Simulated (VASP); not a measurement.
Crystal: MoS.

```xyz
2
Lattice="0.0000 2.5662 2.5662 2.5662 0.0000 2.5662 2.5662 2.5662 0.0000" Properties=species:S:1:pos:R:3 pbc="T T T"
Mo    0.0000    0.0000    0.0000
S     1.2831    1.2831    1.2831
```

| Property | Result |
| --- | --- |
| Program | VASP 6.6.1 |
| Task | relaxation of cell and atoms |
| Functional | PBE |
| Potentials or basis | VASP PAW PBE potentials, release 64 (Mo_sv, S) |
| Cutoff | 600 eV |
| k mesh | 6 × 6 × 6 |
| Occupations | gaussian, width 0.1 eV |
| Spin | collinear spin, ferromagnetic start |
| Starting moments | [0.99, 0.0] μB |
| Hubbard terms | Mo d U = 4.38 eV |

At the start: pressure 31.7 GPa; volume 16.90 Å³/atom.

Problem. How do energy, volume and symmetry change on relaxing?

Solution. Over 5 steps the energy falls by 301.5 meV/atom and the volume is 20.54 Å³/atom (+21.5 %); space group F-43m (No. 216, to 0.05 Å); moment 1.40 μB per cell.

The path:
| step | energy change (eV) | largest force (eV/Å) | pressure (GPa) | volume (Å³) |
| --- | --- | --- | --- | --- |
| 1 | 0.0000 | 0.0000 | 31.73 | 33.80 |
| 2 | 0.2725 | 0.0000 | -10.70 | 52.96 |
| 3 | -0.5956 | 0.0000 | 2.61 | 40.11 |
| 4 | -0.5965 | 0.0000 | -2.23 | 41.95 |
| 5 | -0.6029 | 0.0000 | -0.09 | 41.08 |

Final structure:
```
Mo S
1.0
     0.00000    2.73853    2.73853
     2.73853    0.00000    2.73853
     2.73853    2.73853    0.00000
Mo S
1 1
Direct
  0.00000 0.00000 0.00000
  0.25000 0.25000 0.25000
```

Caveat: the electronic state changed during the relaxation; the volume moved by over 15 % at a fixed basis, so the end points are rough.
